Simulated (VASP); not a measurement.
# Ti9Si in VASP: relaxation of the atoms with PBE

Aim: the relaxation of the atoms of Ti9Si with PBE.

Everything below comes from runs of VASP 6.6.1. Logs are shortened: lines on timing, memory, paths and dates and some standing lists are left out, and cuts for length are marked.

### 1 The cell of the first run

The cell holds a slab with vacuum, 10 atoms: a = 2.832 Å, b = 7.932 Å, c = 19.927 Å, α = 90.00°, β = 90.00°, γ = 90.00°.

### 2 Relaxation of the atoms, PBE

Input file INCAR:

```
SYSTEM = Ti9Si
ALGO = Normal
DIPOL = 0.5 0.5 0.332
EDIFF = 1E-7
EDIFFG = -0.025
ENCUT = 450
GGA = PE
GGA_COMPAT = .FALSE.
IBRION = 2
IDIPOL = 3
ISIF = 2
ISMEAR = 0
KPAR = 4
LASPH = .TRUE.
LCHARG = .FALSE.
LDIPOL = .TRUE.
LREAL = .FALSE.
LWAVE = .FALSE.
NELM = 120
NELMDL = -8
NELMIN = 4
NSW = 36
PREC = Accurate
SIGMA = 0.1
```

Input file KPOINTS:

```
k-points
0
G
  9 4 1
  0 0 0
```

Input file POSCAR:

```
Ti9Si
1.0
    2.8319727881      0.0000000000      0.0000000000
    0.0000000000      7.9316622551      0.0000000000
    0.0000000000      0.0000000000     19.9268841387
Ti Si
9 1
Selective dynamics
Direct
    0.0000000000      0.5000000000      0.2007338414  F F F
    0.5000000000      0.1666666667      0.2007338414  F F F
    0.5000000000      0.8333333333      0.2007338414  F F F
    0.0000000000      0.0000000000      0.3122110470  F F F
    0.5000000000      0.6684928840      0.3108725343  F F F
    0.5000000000      0.3315071160      0.3108725343  F F F
    0.0000000000      0.5000000000      0.4177589349  F F F
    0.5000000000      0.1666364345      0.4228902060  F F F
    0.5000000000      0.8333635655      0.4228902060  F F F
    1.0000000000      0.9166364345      0.5245129386  F F T
```

Potentials or basis: VASP PAW PBE potentials, release 64 (Ti_sv, Si).

Run with:

```console
cat potpaw_PBE.64/Ti_sv/POTCAR potpaw_PBE.64/Si/POTCAR > POTCAR
mpirun -np 4 vasp_std > vasp.out
```

OUTCAR:

```text
SYSTEM = Ti9Si
   EDIFF = 1E-7
   EDIFFG = -0.025
   ENCUT = 450
   GGA = PE
   IBRION = 2
   ISIF = 2
   ISMEAR = 0
   LASPH = .TRUE.
   LREAL = .FALSE.
   NELM = 120
   NELMDL = -8
   NELMIN = 4
   NSW = 36
   PREC = Accurate

 ion  position               nearest neighbor table
   1  0.000  0.500  0.201-
   2  0.500  0.167  0.201-   6 2.55   3 2.64
   3  0.500  0.833  0.201-   5 2.55   2 2.64
   4  0.000  0.000  0.312-
   5  0.500  0.668  0.311-   3 2.55   9 2.59   6 2.67   7 2.89   7 2.89
   6  0.500  0.332  0.311-   2 2.55   8 2.59   5 2.67   7 2.89   7 2.89
   7  0.000  0.500  0.418-   5 2.89   6 2.89   5 2.89   6 2.89
   8  0.500  0.167  0.423-   6 2.59   9 2.64
   9  0.500  0.833  0.423-  10 2.56  10 2.56   5 2.59   8 2.64
  10  0.000  0.917  0.525-   9 2.56   9 2.56

  LATTYP: Found a simple orthorhombic cell.
 ALAT       =     2.8319727881
 B/A-ratio  =     2.8007551091
 C/A-ratio  =     7.0363967558

  Lattice vectors:

 A1 = (   2.8319727881,   0.0000000000,   0.0000000000)
 A2 = (   0.0000000000,   7.9316622551,   0.0000000000)
 A3 = (   0.0000000000,   0.0000000000,  19.9268841387)

Analysis of symmetry for initial positions (statically):
=====================================================================
 Subroutine PRICEL returns:
 Original cell was already a primitive cell.

 Routine SETGRP: Setting up the symmetry group for a
 simple orthorhombic supercell.

 Subroutine GETGRP returns: Found  2 space group operations
 (whereof  2 operations were pure point group operations)
 out of a pool of  8 trial point group operations.

The static configuration has the point symmetry C_1h.

Analysis of symmetry for dynamics (positions and initial velocities):
=====================================================================
 Subroutine PRICEL returns:
 Original cell was already a primitive cell.

 Routine SETGRP: Setting up the symmetry group for a
 simple orthorhombic supercell.

 Subroutine GETGRP returns: Found  2 space group operations
 (whereof  2 operations were pure point group operations)
 out of a pool of  8 trial point group operations.

The dynamic configuration has the point symmetry C_1h.

Analysis of constrained symmetry for selective dynamics:
=====================================================================
 Subroutine PRICEL returns:
 Original cell was already a primitive cell.

 Routine SETGRP: Setting up the symmetry group for a
 simple orthorhombic supercell.

 Subroutine GETGRP returns: Found  2 space group operations
 (whereof  2 operations were pure point group operations)
 out of a pool of  8 trial point group operations.

The constrained configuration has the point symmetry C_1h.

 Subroutine INISYM returns: Found  2 space group operations
 (whereof  2 operations are pure point group operations),
 and found     1 'primitive' translations

----------------------------------------------------------------------------------------

                                     Primitive cell

  volume of cell :     447.6027

  direct lattice vectors                    reciprocal lattice vectors
     2.831972788  0.000000000  0.000000000     0.353110738  0.000000000  0.000000000
     0.000000000  7.931662255  0.000000000     0.000000000  0.126076977  0.000000000
     0.000000000  0.000000000 19.926884139     0.000000000  0.000000000  0.050183460

  length of vectors
     2.831972788  7.931662255 19.926884139     0.353110738  0.126076977  0.050183460

  position of ions in fractional coordinates (direct lattice)
     0.000000000  0.500000000  0.200733841
     0.500000000  0.166666667  0.200733841
     0.500000000  0.833333333  0.200733841
     0.000000000  0.000000000  0.312211047
     0.500000000  0.668492884  0.310872534
     0.500000000  0.331507116  0.310872534
     0.000000000  0.500000000  0.417758935
     0.500000000  0.166636434  0.422890206
     0.500000000  0.833363566  0.422890206
     0.000000000  0.916636434  0.524512939

  ion indices of the primitive-cell ions
   primitive index   ion index
                 1           1
                 2           2
                 3           3
                 4           4
                 5           5
                 6           6
                 7           7
                 8           8
                 9           9
                10          10

----------------------------------------------------------------------------------------

 KPOINTS: k-points

Automatic generation of k-mesh.
 Grid dimensions read from file:
 generate k-points for:    9    4    1

 Generating k-lattice:

  Cartesian coordinates                     Fractional coordinates (reciprocal lattice)
     0.039234526  0.000000000  0.000000000     0.111111111  0.000000000  0.000000000
     0.000000000  0.031519244  0.000000000     0.000000000  0.250000000  0.000000000
     0.000000000  0.000000000  0.050183460     0.000000000  0.000000000  1.000000000

  Length of vectors
     0.039234526  0.031519244  0.050183460

  Shift w.r.t. Gamma in fractional coordinates (k-lattice)
     0.000000000  0.000000000  0.000000000

 Subroutine IBZKPT returns following result:
 ===========================================

 Found     15 irreducible k-points:

 Following reciprocal coordinates:
            Coordinates               Weight
  0.000000  0.000000  0.000000      1.000000
  0.111111  0.000000  0.000000      2.000000
  0.222222  0.000000  0.000000      2.000000
  0.333333  0.000000  0.000000      2.000000
  0.444444  0.000000  0.000000      2.000000
  0.000000  0.250000  0.000000      2.000000
  0.111111  0.250000  0.000000      4.000000
  0.222222  0.250000  0.000000      4.000000
  0.333333  0.250000  0.000000      4.000000
  0.444444  0.250000  0.000000      4.000000
  0.000000  0.500000  0.000000      1.000000
  0.111111  0.500000  0.000000      2.000000
  0.222222  0.500000  0.000000      2.000000
  0.333333  0.500000  0.000000      2.000000
  0.444444  0.500000  0.000000      2.000000
   k-points           NKPTS =     15   k-points in BZ     NKDIM =     15   number of bands    NBANDS=     67
   number of dos      NEDOS =    301   number of ions     NIONS =     10
   total plane-waves  NPLWV = 156800
   dimension x,y,z NGX =    20 NGY =   56 NGZ =  140
   dimension x,y,z NGXF=    40 NGYF=  112 NGZF=  280
   ions per type =               9   1
   NGX,Y,Z   is equivalent  to a cutoff of  11.74, 11.74, 11.68 a.u.
   NGXF,Y,Z  is equivalent  to a cutoff of  23.48, 23.47, 23.36 a.u.
 SYSTEM =  Ti9Si
   PREC   = accura    normal or accurate (medium, high low for compatibility)
   ISTART =      0    job   : 0-new  1-cont  2-samecut
   ICHARG =      2    charge: 1-file 2-atom 10-const
   ISPIN  =      1    spin polarized calculation?
   LNONCOLLINEAR =      F non collinear calculations
   LSORBIT =      F    spin-orbit coupling
   LASPH  =      T    aspherical Exc in radial PAW
   ENCUT  =  450.0 eV  33.07 Ry    5.75 a.u.   4.90 13.72 34.47*2*pi/ulx,y,z
   NELM   =    120;   NELMIN=  4; NELMDL= -8     # of ELM steps
   EDIFF  = 0.1E-06   stopping-criterion for ELM
   LREAL  =      F    real-space projection
   EDIFFG = -.3E-01   stopping-criterion for IOM
   NSW    =     36    number of steps for IOM
   IBRION =      2    ionic relax: 0-MD 1-quasi-New 2-CG
   NFREE  =      1    steps in history (QN), initial steepest desc. (CG)
   ISIF   =      2    stress and relaxation
   ISYM   =      2    0-nonsym 1-usesym 2-fastsym
   POTIM  = 0.5000    time-step for ionic-motion
   TEBEG  =    0.0;   TEEND  =   0.0 temperature during run
   PSTRESS=    0.0 pullay stress
   NELECT =     112.0000    total number of electrons
   NUPDOWN=      -1.0000    fix difference up-down
   EMIN   =  10.00;   EMAX   =-10.00  energy-range for DOS
   EFERMI =   0.00;   METHOD = LEGACY
   ISMEAR =     0;   SIGMA  =   0.10  broadening in eV -4-tet -1-fermi 0-gaus
   EFERMI_NEDOS =   21; number of points for ismear=-14 and -15
   IALGO  =     38    algorithm
   IMIX   =      4    mixing-type and parameters
     AMIX     =   0.40;   BMIX     =  1.00
     AMIX_MAG =   1.60;   BMIX_MAG =  1.00
  volume/ion in A,a.u.               =      44.76       302.06
  Fermi-wavevector in a.u.,A,eV,Ry     =   1.031613  1.949465 14.479652  1.064224
  Thomas-Fermi vector in A             =   2.165769
   LORBIT       =      0    0 simple, 1 ext, 2 COOP (PROOUT), +10 PAW based schemes
   GGA     = PE    functional components
   LHFCALC =     F    Hartree Fock is set to
   AEXX    =    0.0000 exact exchange contribution
   IVDW    =     0    specifies the selected vdW correction
   LEPSILON=     F    determine dielectric tensor
   LRPA    =     F    only Hartree local field effects (RPA)
 conjugate gradient relaxation of ions
 non-spin polarized calculation
 Gauss-broadening in eV      SIGMA  =   0.10
  energy-cutoff  :      450.00
  volume of cell :      447.60
 maximum number of plane-waves:      9776
 NGX is ok and might be reduce to    20
   NGX =  9   NGY = 27   NGZ = 69

 dipolmoment           0.000000      0.000000     -0.005349 electrons x Angstroem

--------------------------------------- Ionic step        1  -------------------------------------------

 number of electron     111.9999948 magnetization

 Free energy of the ion-electron system (eV)
  ---------------------------------------------------
  ext. energy  EPLUGINS =         0.00000000
  ---------------------------------------------------
  free energy    TOTEN  =       -70.57752629 eV

  energy without entropy =      -70.51792653  energy(sigma->0) =      -70.54772641

------------------------ aborting loop because EDIFF is reached ----------------------------------------

  FORCE on cell =-STRESS in cart. coord.  units (eV):
  Direction    XX          YY          ZZ          XY          YZ          ZX
  --------------------------------------------------------------------------------------
  -------------------------------------------------------------------------------------
  Total       -6.2792044     -2.7498953      0.6604219      0.0000000      0.3985916      0.0000000
  in kB      -22.4761807     -9.8431488      2.3639559      0.0000000      1.4267440      0.0000000
  external PRESSURE =      -9.9851246 kB  Pullay stress =       0.0000000 kB
[... 73 lines left out ...]
  energy  without entropy=      -70.5184625500  energy(sigma->0) =      -70.54821881

--------------------------------------- Ionic step        3  -------------------------------------------

 number of electron     111.9999948 magnetization

 dipolmoment           0.000000      0.000000      0.054999 electrons x Angstroem

 Free energy of the ion-electron system (eV)
  ---------------------------------------------------
  ext. energy  EPLUGINS =         0.00000000
  ---------------------------------------------------
  free energy    TOTEN  =       -70.57848260 eV

  energy without entropy =      -70.51916222  energy(sigma->0) =      -70.54882241

 E-fermi :   0.4881     XC(G=0):  -5.3778

 val. band max:        0.4537886359   @ k =   0.0000   0.0000   0.0000
 cond. band min:       0.5088719703   @ k =   0.0000   0.5000   0.0000
 fundamental gap:      0.0550833344
 Fermi energy:         0.4880606053

 k-point     1 :       0.0000    0.0000    0.0000
  band No.  band energies     occupation
      1     -56.5841      2.00000
      2     -56.5094      2.00000
      3     -56.2493      2.00000
      4     -56.2226      2.00000
      5     -56.1637      2.00000
      6     -56.1488      2.00000
[... 1039 lines left out ...]
     66       1.7165      0.00000
     67       1.7463      0.00000

------------------------ aborting loop because EDIFF is reached ----------------------------------------

 vacuum level on the upper side and lower side of the slab       (xc-potential included)         0.080        -0.276

  FORCE on cell =-STRESS in cart. coord.  units (eV):
  Direction    XX          YY          ZZ          XY          YZ          ZX
  --------------------------------------------------------------------------------------
  -------------------------------------------------------------------------------------
  Total       -6.1386525     -2.7140773      0.8708612      0.0000000      0.4472955      0.0000000
  in kB      -21.9730806     -9.7149399      3.1172155      0.0000000      1.6010778      0.0000000
  external PRESSURE =      -9.5236017 kB  Pullay stress =       0.0000000 kB

 VOLUME and BASIS-vectors are now :
 -----------------------------------------------------------------------------
  energy-cutoff  :      450.00
  volume of cell :      447.60
      direct lattice vectors                 reciprocal lattice vectors
     2.831972788  0.000000000  0.000000000     0.353110738  0.000000000  0.000000000
     0.000000000  7.931662255  0.000000000     0.000000000  0.126076977  0.000000000
     0.000000000  0.000000000 19.926884139     0.000000000  0.000000000  0.050183460
[... 16 lines left out ...]
  FREE ENERGIE OF THE ION-ELECTRON SYSTEM (eV)
  ---------------------------------------------------
  free  energy   TOTEN  =       -70.5784825960 eV

  energy  without entropy=      -70.5191622224  energy(sigma->0) =      -70.54882241

 reached required accuracy - stopping structural energy minimisation

 vacuum level on the upper side and lower side of the slab         5.164         4.794
```

Wall time 9.1 min (4 MPI ranks of Intel Xeon Platinum 8488C (Sapphire Rapids), shared host); peak memory 0.58 GiB.

What came out:

```yaml
Free_energy: -70.5785 eV
Energy_gained_by_relaxing: 0.1 meV/atom
Ionic_steps: 3
Band_gap_on_the_k_mesh: zero (bands 56 and 57 overlap by 0.31 eV)
```

Step by step:
```
step  energy change (eV)  largest force on free atoms (eV/Å)  pressure (GPa)
   1              0.0000                              0.1034           -1.00
   2             -0.0004                              0.0761           -0.99
   3             -0.0010                              0.0087           -0.95
```

Final structure:
```yaml
crystal:
  lattice:
    - [2.83197, 0.00000, 0.00000]
    - [0.00000, 7.93166, 0.00000]
    - [0.00000, 0.00000, 19.92688]
  atoms:
    - { symbol: Ti, position: [0.00000, 0.50000, 0.20073] }
    - { symbol: Ti, position: [0.50000, 0.16667, 0.20073] }
    - { symbol: Ti, position: [0.50000, 0.83333, 0.20073] }
    - { symbol: Ti, position: [0.00000, 0.00000, 0.31221] }
    - { symbol: Ti, position: [0.50000, 0.66849, 0.31087] }
    - { symbol: Ti, position: [0.50000, 0.33151, 0.31087] }
    - { symbol: Ti, position: [0.00000, 0.50000, 0.41776] }
    - { symbol: Ti, position: [0.50000, 0.16664, 0.42289] }
    - { symbol: Ti, position: [0.50000, 0.83336, 0.42289] }
    - { symbol: Si, position: [0.00000, 0.91664, 0.52366] }
```

Levels at points of the mesh, in eV from the Fermi level:
```tsv
k point	band 54	band 55	band 56	band 57	band 58	band 59
(0.00, 0.00, 0.00)	-0.22	-0.19	-0.07	-0.03	0.05	0.18
(0.00, 0.50, 0.00)	-0.20	-0.18	0.02	0.21	0.25	0.29
```

The gap in the log of VASP goes by the Fermi energy; the results here count the filled bands.